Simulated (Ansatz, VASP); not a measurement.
**Two plane-wave programs on Ir**

Contents of INCAR:

```
SYSTEM = Ir
PREC = Accurate
ENCUT = 520
EDIFF = 1E-7
ISMEAR = 0
SIGMA = 0.15
LREAL = .FALSE.
LASPH = .TRUE.
NELM = 80
ALGO = Normal
ISIF = 2
LWAVE = .FALSE.
LCHARG = .FALSE.
GGA = PE
NBANDS = 10
```

File KPOINTS:

```
Automatic mesh
0
G
  22 22 22
  0 0 0
```

The input POSCAR:

```
Ir
1.0
    0.0000000000      1.9556051746      1.9556051746
    1.9556051746      0.0000000000      1.9556051746
    1.9556051746      1.9556051746      0.0000000000
Ir
1
Direct
    0.0000000000      0.0000000000      0.0000000000
```

Input for Ansatz:

```yaml
crystal:
  lattice:
    - [0.0, 1.9556051746, 1.9556051746]
    - [1.9556051746, 0.0, 1.9556051746]
    - [1.9556051746, 1.9556051746, 0.0]
  atoms:
    - { symbol: Ir, position: [0.0, 0.0, 0.0] }
basis:
  ecutwfc: 420
kpoints:
  mp_grid: { grid: [22, 22, 22] }
hamiltonian:
  xc: pbe
  pseudopotentials: { kind: paw, azcp: { folder: soft_1 } }
scf:
  occupations: { method: gaussian, width: 0.15 }
output:
  forces: true
  stress: true
  eigenvalues: true
```

Alike in both runs: task single point; functional PBE; k mesh 22 × 22 × 22; occupations gaussian, width 0.15 eV; no spin polarisation.

|  | VASP | Ansatz |
| --- | --- | --- |
| version | VASP 6.6.1 | Ansatz 0.2.0 |
| potentials or method | VASP PAW PBE potentials, release 64 (Ir), cutoff 520 eV | scalar-relativistic, plane waves, PAW |
| valence electrons in the cell | 9 | 17 |

Ansatz gave:

- gap on the k mesh at the Fermi level (eV): none
- pressure (GPa): -10.0

Question: Estimate VASP's values.

Answer: gap on the k mesh at the Fermi level (eV): none; pressure (GPa): -9.5.

A gap of «none» marks a metal or a gap that the smearing closes. The functional is the same, so the differences come from potentials, cutoffs and numerics. VASP's potentials hold 9 valence electrons a cell and Ansatz's 17, so a difference there can come from the potentials and not from the codes.

Neither program's run includes spin-orbit coupling.
